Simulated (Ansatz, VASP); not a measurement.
**Bi in VASP and in Ansatz**

File INCAR:

```
PREC     = Accurate       # precision mode
ENCUT    = 520            # plane-wave cutoff, eV
EDIFF    = 1E-6           # SCF threshold, eV
ISMEAR   = -1             # smearing method
SIGMA    = 0.05           # smearing width, eV
LREAL    = F              # projectors in reciprocal space
LASPH    = T              # aspherical terms in the spheres
NELM     = 60             # most SCF steps
ALGO     = Fast           # electronic algorithm
ISIF     = 2              # what is computed and relaxed
LWAVE    = F              # write WAVECAR
LCHARG   = T              # write CHGCAR
GGA      = PS             # functional
LELF     = T              # ELF
LVHAR    = T            
NBANDS   = 38             # bands
```

File KPOINTS:

```
Automatic mesh
0
Gamma
  7 7 7
```

The input POSCAR:

```
Bi
1.0
   -4.4497480000      4.4497480000      2.0656320000
    4.4497480000     -4.4497480000      2.0656320000
    4.4497480000      4.4497480000     -2.0656320000
Bi
4
Direct
    0.1456555000      0.3543445000      0.5000000000
    0.8543445000      0.6456555000      0.5000000000
    0.6456555000      0.1456555000      0.7913110000
    0.3543445000      0.8543445000      0.2086890000
```

input.yaml

```yaml
crystal:
  lattice:
    - [-4.449748, 4.449748, 2.065632]
    - [4.449748, -4.449748, 2.065632]
    - [4.449748, 4.449748, -2.065632]
  atoms:
    - { symbol: Bi, position: [0.1456555, 0.3543445, 0.5] }
    - { symbol: Bi, position: [0.8543445, 0.6456555, 0.5] }
    - { symbol: Bi, position: [0.6456555, 0.1456555, 0.791311] }
    - { symbol: Bi, position: [0.3543445, 0.8543445, 0.208689] }
kpoints:
  mp_grid: { grid: [7, 7, 7] }
  band_path:
    path:
      - [0.0, 0.0, 0.0]
      - [0.0, 0.0, 0.5]
      - [-0.5, 0.5, 0.5]
      - [0.0, 0.0, 0.0]
      - [0.3038734864, 0.3038734864, -0.3038734864]
      - [0.25, 0.25, 0.25]
      - [0.0, 0.5, 0.0]
      - [-0.3038734864, 0.6961265136, 0.3038734864]
    npoints: 6
scf:
  occupations: { method: fermi_dirac, width: 0.05 }
hamiltonian:
  xc: pbesol
  pseudopotentials: { kind: all_electron, lapw: { basis_error: 0.002 } }
output:
  forces: true
  stress: true
  eigenvalues: true
```

Alike in both runs: functional PBEsol; k mesh 7 × 7 × 7; occupations fermi-dirac, width 0.05 eV; no spin polarisation.

|  | VASP | Ansatz |
| --- | --- | --- |
| version | VASP 6.6.1 | Ansatz 0.2.0 |
| potentials or method | VASP PAW PBE potentials, release 64 (Bi_d), cutoff 520 eV | all-electron LAPW, scalar-relativistic |
| task | single point | band structure |

```tsv
	VASP	Ansatz	Ansatz less VASP
gap on the k mesh at the Fermi level (eV)	none	none	-
pressure (GPa)	-1.9	-1.8	+0.08
traceless stress, the component that is largest in VASP (GPa)	-0.28	-0.28	+0.004
rms of the force components (eV/Å)	0.071	0.070	-0.0013
```

VASP's potentials were made for PBE, not for PBEsol. Atom by atom the forces differ by 0.001 eV/Å (rms over components). A gap of «none» marks a metal or a gap that the smearing closes. Ansatz ran all-electron here, and VASP with PAW potentials.

Spin-orbit coupling is off throughout.
